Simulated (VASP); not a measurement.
Here is a VASP 6.6.1 calculation.

File INCAR:

```
  PREC = Accurate
  ENCUT = 520
  EDIFF = 1E-6
  ISMEAR = 1
  SIGMA = 0.05
  LREAL = F
  LASPH = T
  NELM = 100
  ALGO = Normal
  ISIF = 2
  LWAVE = F
  LCHARG = F
  GGA = PE
  NBANDS = 16
```

Contents of KPOINTS:

```
regular mesh
0
Gamma
  3 3 1
```

Contents of POSCAR:

```
C
1.0
    2.4700000000      0.0000000000      0.0000000000
   -1.2350000000      2.1390830000      0.0000000000
    0.0000000000      0.0000000000      6.7900000000
C
4
Direct
    0.0000000000      0.0000000000      0.0000000000
    0.0000000000      0.0000000000      0.5000000000
    0.3333333333      0.6666666667      0.0050000000
    0.6666666667      0.3333333333      0.5050000000
```

Potentials or basis: VASP PAW PBE potentials, release 64 (C).

Launch:

```sh
$ cat potpaw_PBE.64/C/POTCAR > POTCAR
$ mpirun -np 1 vasp_std > vasp.out
```

(1) What does it give for the pressure?

(2) What does it give for the band gap on the k mesh?

(3) What does it give for the largest force?

## Answers

(1) 2.3 GPa.

(2) zero (filled and empty bands touch).

(3) 0.564 eV/Å.

Caveat: the k points lie up to 0.98 Å⁻¹ apart; this functional lacks dispersion, which binds the layers, so the pressure and a relaxed spacing across them are unreliable.
